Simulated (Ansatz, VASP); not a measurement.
# Tl in VASP and in Ansatz

File INCAR:

```
SYSTEM = Tl
ALGO = Fast
EDIFF = 1E-6
ENCUT = 520
GGA = PE
ISIF = 2
ISMEAR = 0
LASPH = .True.
LCHARG = .False.
LREAL = .False.
LWAVE = .False.
NBANDS = 20
NELM = 80
PREC = Accurate
SIGMA = 0.15
```

KPOINTS

```
k-points
0
Gamma
  18 18 10
  0 0 0
```

File POSCAR:

```
Tl
1.0
    3.2831984387      0.0000000000      0.0000000000
   -1.6415992194      2.8433332536      0.0000000000
    0.0000000000      0.0000000000      5.3868750000
Tl
2
Direct
    0.3333333333      0.6666666667      0.2500000000
    0.6666666667      0.3333333333      0.7500000000
```

Input for Ansatz:

```yaml
crystal:
  lattice:
    - [3.2831984387, 0.0, 0.0]
    - [-1.6415992194, 2.8433332536, 0.0]
    - [0.0, 0.0, 5.386875]
  atoms:
    - { symbol: Tl, position: [0.3333333333, 0.6666666667, 0.25] }
    - { symbol: Tl, position: [0.6666666667, 0.3333333333, 0.75] }
basis:
  ecutwfc: 420
kpoints:
  mp_grid: { grid: [18, 18, 10] }
hamiltonian:
  xc: pbe
scf:
  occupations: { method: gaussian, width: 0.15 }
output:
  forces: true
  stress: true
  eigenvalues: true
```

Change from the starting cell: strain -0.050 along x and y, -0.025 along z, atoms carried along.

Alike in both runs: task single point; functional PBE; k mesh 18 × 18 × 10; occupations gaussian, width 0.15 eV; no spin polarisation.

|  | VASP | Ansatz |
| --- | --- | --- |
| version | VASP 6.6.1 | Ansatz 0.2.0 |
| potentials or method | VASP PAW PBE potentials, release 64 (Tl_d), cutoff 520 eV | scalar-relativistic, plane waves, PAW |
| valence electrons in the cell | 26 | 26 |

|  | VASP | Ansatz | Ansatz less VASP |
| --- | --- | --- | --- |
| gap on the k mesh at the Fermi level (eV) | none | none | - |
| pressure (GPa) | 10.7 | 10.7 | +0.07 |
| traceless stress, the component that is largest in VASP (GPa) | -0.71 | -0.71 | +0.004 |

A gap of «none» marks a metal or a gap that the smearing closes.

Spin-orbit coupling is off throughout.
